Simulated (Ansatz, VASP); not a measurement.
**One calculation of CsOs, two programs**

INCAR

```
SYSTEM = CsOs
PREC = Accurate ; ENCUT = 600
EDIFF = 1E-6 ; ISMEAR = 0
SIGMA = 0.1 ; LREAL = .FALSE.
LASPH = .TRUE. ; NELM = 200
ALGO = Normal ; ISIF = 2
LWAVE = .FALSE. ; LCHARG = .FALSE.
ISPIN = 2 ; MAGMOM = 0 1
LORBIT = 11 ; LMAXMIX = 4
GGA = PE ; NBANDS = 20
GGA_COMPAT = .FALSE.
```

File KPOINTS:

```
regular mesh
0
G
  6 6 4
  0 0 0
```

POSCAR

```
CsOs
1.0
    4.9771456100      0.0000000000      0.0000000000
   -2.4885728100      4.3103345400      0.0000000000
    0.0000000000      0.0000000000      6.3608001100
Cs Os
1 1
Direct
    0.3333333300      0.6666666700      0.5000000000
    0.0000000000      0.0000000000      0.0000000000
```

Input for Ansatz:

```yaml
crystal:
  lattice:
    - [4.97714561, 0.0, 0.0]
    - [-2.48857281, 4.31033454, 0.0]
    - [0.0, 0.0, 6.36080011]
  atoms:
    - { symbol: Cs, position: [0.33333333, 0.66666667, 0.5] }
    - { symbol: Os, position: [0.0, 0.0, 0.0], spin: 1.0 }
basis:
  ecutwfc: 420
kpoints:
  mp_grid: { grid: [6, 6, 4] }
hamiltonian:
  xc: pbe
scf:
  occupations: { method: gaussian, width: 0.1 }
  lower_state_search: "off"
output:
  forces: true
  stress: true
  eigenvalues: true
  populations: true
magnetization:
  spin_polarized: true
```

Alike in both runs: task single point; functional PBE; k mesh 6 × 6 × 4; occupations gaussian, width 0.1 eV; collinear spin.

```csv
,VASP,Ansatz
version,VASP 6.6.1,Ansatz 0.2.0
potentials or method,"VASP PAW PBE potentials, release 64 (Cs_sv, Os), cutoff 600 eV","scalar-relativistic, plane waves, PAW"
valence electrons in the cell,17,25
```

|  | VASP | Ansatz | Ansatz less VASP |
| --- | --- | --- | --- |
| gap on the k mesh at the Fermi level (eV) | none | none | - |
| pressure (GPa) | -1.8 | -1.4 | +0.37 |
| traceless stress, the component that is largest in VASP (GPa) | -1.35 | -1.48 | -0.136 |
| net moment per atom (μB) | 1.53 | 1.51 | -0.021 |
| size of the moment on the site where the two differ most (μB) | 2.88 | 3.01 | +0.130 |

Site moments also hang on the region over which each program counts them. A gap of «none» marks a metal or a gap that the smearing closes. VASP's potentials hold 17 valence electrons a cell and Ansatz's 25, so a difference there can come from the potentials and not from the codes.

Neither program's run includes spin-orbit coupling.
